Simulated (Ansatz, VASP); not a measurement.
GaSi3S2: VASP beside Ansatz

INCAR

```
SYSTEM = GaSi3S2
PREC = Accurate ; ENCUT = 600
EDIFF = 1E-7 ; ISMEAR = 0
SIGMA = 0.1 ; LREAL = .FALSE.
LASPH = .TRUE. ; NELM = 100
ALGO = Normal ; ISIF = 3
LWAVE = .FALSE. ; LCHARG = .FALSE.
GGA = PE ; IBRION = 2
NSW = 90 ; EDIFFG = -0.04
```

The input KPOINTS:

```
Automatic mesh
0
G
  4 4 4
  0 0 0
```

POSCAR

```
GaSi3S2
1.0
    2.1877922300     -4.5510609400      0.0000000000
    2.1877922300      4.5510609400      0.0000000000
    0.0000000000      0.0000000000      6.2280291600
Ga Si S
1 3 2
Direct
    0.5000000000      0.5000000000      0.5000000000
    0.0000000000      0.0000000000      0.5000000000
    0.0000000000      0.5000000000      0.5000000000
    0.5000000000      0.0000000000      0.5000000000
    0.7367550400      0.2632449600      0.0000000000
    0.2632449600      0.7367550400      0.0000000000
```

Input for Ansatz:

```yaml
crystal:
  lattice:
    - [2.18779223, -4.55106094, 0.0]
    - [2.18779223, 4.55106094, 0.0]
    - [0.0, 0.0, 6.22802916]
  atoms:
    - { symbol: Ga, position: [0.5, 0.5, 0.5] }
    - { symbol: Si, position: [0.0, 0.0, 0.5] }
    - { symbol: Si, position: [0.0, 0.5, 0.5] }
    - { symbol: Si, position: [0.5, 0.0, 0.5] }
    - { symbol: S, position: [0.73675504, 0.26324496, 0.0] }
    - { symbol: S, position: [0.26324496, 0.73675504, 0.0] }
basis:
  ecutwfc: 420
kpoints:
  mp_grid: { grid: [4, 4, 4] }
hamiltonian:
  xc: pbe
scf:
  occupations: { method: gaussian, width: 0.1 }
  lower_state_search: "off"
output:
  forces: true
  stress: true
  eigenvalues: true
relax:
  adjacent_minimum: "off"
  f_tol: 0.04
  max_steps: 70
  cell: { stress_tol: 0.4 }
```

Alike in both runs: task relaxation of cell and atoms; functional PBE; k mesh 4 × 4 × 4; occupations gaussian, width 0.1 eV; no spin polarisation.

|  | VASP | Ansatz |
| --- | --- | --- |
| version | VASP 6.6.1 | Ansatz 0.2.0 |
| potentials or method | VASP PAW PBE potentials, release 64 (Ga_d, Si, S), cutoff 600 eV | scalar-relativistic, plane waves, PAW |
| valence electrons in the cell | 37 | 37 |

|  | VASP | Ansatz | Ansatz less VASP |
| --- | --- | --- | --- |
| gap on the k mesh at the Fermi level, each at its own relaxed structure (eV) | none | none | - |
| relaxed volume (Å³/atom) | 18.58 | 19.61 | +1.027 |
| relaxed length of the cell vector where the two differ most in proportion (Å) | 3.640 | 4.874 | +1.2340 |

A gap of «none» marks a metal or a gap that the smearing closes. One of these differences is far larger than is usual between the two programs; its cause wasn't traced.

The k mesh is coarse, so the values compare programs but aren't converged.
